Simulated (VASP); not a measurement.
# Mg: single point with b88 exchange, pbe correlation

The system is Mg.

```
CELL_PARAMETERS angstrom
3.27224 0.00000 0.00000
-1.63612 2.83385 0.00000
0.00000 0.00000 5.31249
ATOMIC_POSITIONS crystal
Mg 0.66667 0.33333 0.75000
Mg 0.33333 0.66667 0.25000
```

```
Program                : VASP 6.6.1
Task                   : single point
Functional             : b88 exchange, pbe correlation
Potentials or basis    : VASP PAW PBE potentials, release 64 (Mg)
Cutoff                 : 600 eV
k mesh                 : 10 × 10 × 5
Occupations            : fermi-dirac, width 0.05 eV
Spin                   : no spin polarisation
Dipole correction      : no
Further INCAR settings : ALGO = Normal; EDIFF = 1e-06; NBANDS = 9
```

The pressure is -1.9 GPa and the band gap on the k mesh is zero (bands 2 and 3 overlap by 1.92 eV).

Stress tensor (GPa, compression positive):
```
-2.31  0.00  0.00
 0.00 -2.31  0.00
 0.00  0.00 -1.07
```

Levels at points of the mesh, in eV from the Fermi level:
```tsv
k point	band 1	band 2	band 3	band 4	band 5	band 6	band 7
(0.00, 0.00, 0.00)	-6.66	-1.60	-1.27	10.48	10.48	10.52	10.52
(0.50, 0.00, 0.00)	-2.10	-2.04	2.53	2.97	3.06	3.47	6.50
```

Run time: 18 s on 1 thread of Intel(R) Xeon(R) Platinum 8488C (Sapphire Rapids), on a shared host, peak memory 0.18 GiB.

Caveat: the PAW data sets were made with another functional, which shifts forces and pressure a little.
